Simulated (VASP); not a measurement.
**Be2Co: density of states with PBE**

Crystal: Be2Co.

```xyz
3
Lattice="0.0000 1.9510 5.4200 1.3604 0.0000 5.4200 1.3604 1.9510 0.0000" Properties=species:S:1:pos:R:3 pbc="T T T"
Be    1.3604    1.9510    3.6429
Be    1.3604    1.9510    7.1971
Co    0.0000    0.0000    0.0000
```

```
Program                 : VASP 6.6.1
Task                    : density of states
Functional              : PBE
Potentials or basis     : VASP PAW PBE potentials, release 64 (Be, Co)
Cutoff                  : 520 eV
k mesh                  : 3 × 3 × 3
Occupations             : gaussian, width 0.1 eV
Spin                    : collinear spin, ferromagnetic start
Starting moments        : [0.0, 0.0, 1.19] μB
Dipole correction       : no
k mesh for the DOS      : 5 × 5 × 5
Occupations for the DOS : tetrahedron
Further INCAR settings  : ALGO = Normal; EDIFF = 1e-06
```

```
Net moment                                            : 1.38 μB per cell
Site moments                                          : Be -0.02; Co +1.25 μB
Valence electrons inside the program's atomic spheres : Be 1.00; Co 8.43
```

Levels at points of the mesh, in eV from the Fermi level:
Spin up:
```tsv
k point	band 5	band 6	band 7	band 8	band 9	band 10
(0.00, 0.00, 0.00)	-2.72	-1.70	-1.32	-1.32	8.63	10.87
```
Spin down:
```csv
k point,band 2,band 3,band 4,band 5,band 6,band 7,band 8,band 9,band 10,band 11
"(0.00, 0.00, 0.00)",-5.98,-5.25,-1.97,-1.79,-0.21,0.02,0.55,8.62,11.17,12.02
```

Wall time 54 s on 1 thread of AMD EPYC 7R13 Processor (Zen 3) (shared host), peak memory 0.17 GiB.

Caveat: the k points lie up to 0.96 Å⁻¹ apart.
